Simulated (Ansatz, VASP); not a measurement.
# CdS in VASP and in Ansatz

```xyz
2
Lattice="3.3869 0.0000 0.0000 0.0000 3.3869 0.0000 0.0000 0.0000 3.3869" Properties=species:S:1:pos:R:3 pbc="T T T"
Cd    0.0000    0.0000    0.0000
S     1.6935    1.6935    1.6935
```

Alike in both runs: task single point; functional PBE; k mesh 6 × 6 × 6; occupations gaussian, width 0.001 eV; no spin polarisation.

```csv
,VASP,Ansatz
version,VASP 6.6.1,Ansatz 0.2.0
potentials or method,"VASP PAW PBE potentials, release 64 (Cd, S)",plane waves
plane-wave cutoff (eV),520,420
valence electrons in the cell,18,26
```

|  | VASP | Ansatz | Ansatz less VASP |
| --- | --- | --- | --- |
| pressure (GPa) | 2.1 | 1.7 | -0.35 |

VASP's potentials hold 18 valence electrons a cell and Ansatz's 26, so a difference there can come from the potentials and not from the codes.
